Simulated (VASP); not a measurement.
Set up this calculation in VASP 6.6.1, as the native input.

```
Task                   : single point
Functional             : PBE
Potentials or basis    : VASP PAW PBE potentials, release 64 (Al, In_d, As)
Cutoff                 : 520 eV
k mesh                 : 6 × 6 × 4
Occupations            : gaussian, width 0.02 eV
Spin                   : no spin polarisation
Dipole correction      : no
Further INCAR settings : ALGO = Normal; EDIFF = 1e-07; NBANDS = 26
```

The structure of Al2InAs3 lies in POSCAR:

```
Al2InAs3
1.0
    4.1554142228      0.0000000000      0.0000000000
   -2.0777071114      3.5986942802      0.0000000000
    0.0000000000      0.0000000000     10.1899816000
Al In As
2 1 3
Direct
    0.0000000000      0.0000000000      0.0067530000
    0.6666666667      0.3333333333      0.3272110000
    0.3333333333      0.6666666667      0.6649550000
    0.0000000000      0.0000000000      0.7648440000
    0.3333333333      0.6666666667      0.4030270000
    0.6666666667      0.3333333333      0.0832100000
```

These files were run (other wordings do the same):

INCAR

```
PREC     = Accurate       # precision mode
ENCUT    = 520            # plane-wave cutoff, eV
EDIFF    = 1E-7           # SCF threshold, eV
ISMEAR   = 0              # smearing method
SIGMA    = 0.02           # smearing width, eV
LREAL    = False          # projectors in reciprocal space
LASPH    = True           # aspherical terms in the spheres
NELM     = 100            # most SCF steps
ALGO     = Normal         # electronic algorithm
ISIF     = 2              # what is computed and relaxed
LWAVE    = False          # write WAVECAR
LCHARG   = False          # write CHGCAR
GGA      = PE             # functional
NBANDS   = 26             # bands
```

KPOINTS

```
regular mesh
0
Gamma
  6 6 4
```

Potentials or basis: VASP PAW PBE potentials, release 64 (Al, In_d, As).

Command:

```bash
$ cat potpaw_PBE.64/Al/POTCAR potpaw_PBE.64/In_d/POTCAR potpaw_PBE.64/As/POTCAR > POTCAR
$ mpirun -np 1 vasp_std > vasp.out
```

Results of the run:

| Item | Value |
| --- | --- |
| Pressure | 0.1 GPa |
| Band gap on the k mesh | 0.65 eV, direct |

Caveat: spin-orbit coupling is left out, which moves the levels of the heavy elements.

It took 2.3 min on 1 thread of Intel(R) Xeon(R) Platinum 8259CL CPU @ 2.50GHz (Skylake/Cascade Lake), on a shared host, peak memory 0.32 GiB.
